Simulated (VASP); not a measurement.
The system is AgBr.

```
Ag Br
1.0
     0.00000    2.84703    2.84703
     2.84703    0.00000    2.84703
     2.84703    2.84703    0.00000
Ag Br
1 1
Direct
  0.00000 0.00000 0.00000
  0.50000 0.50000 0.50000
```

Base run:

* Program: VASP 6.6.1
* Functional: PBE
* Potentials or basis: VASP PAW PBE potentials, release 64 (Ag, Br)
* Cutoff: 500 eV
* k mesh: 6 × 6 × 6
* Occupations: fermi-dirac, width 0.0583 eV
* Spin: no spin polarisation
* Hubbard terms: Ag d U = 3.0 eV

Its results: band gap on the k mesh 1.20 eV, indirect (least direct gap 2.78 eV); pressure 3.5 GPa.

Q: The run is repeated on the same cell with these changes: hubbard terms from Ag d U = 3.0 eV to none. What comes out?

A: Band gap on the k mesh 0.67 eV, indirect (least direct gap 2.69 eV); pressure 3.6 GPa.

The U term pushes filled and empty states of the shell apart.

A k mesh can miss the band edges.
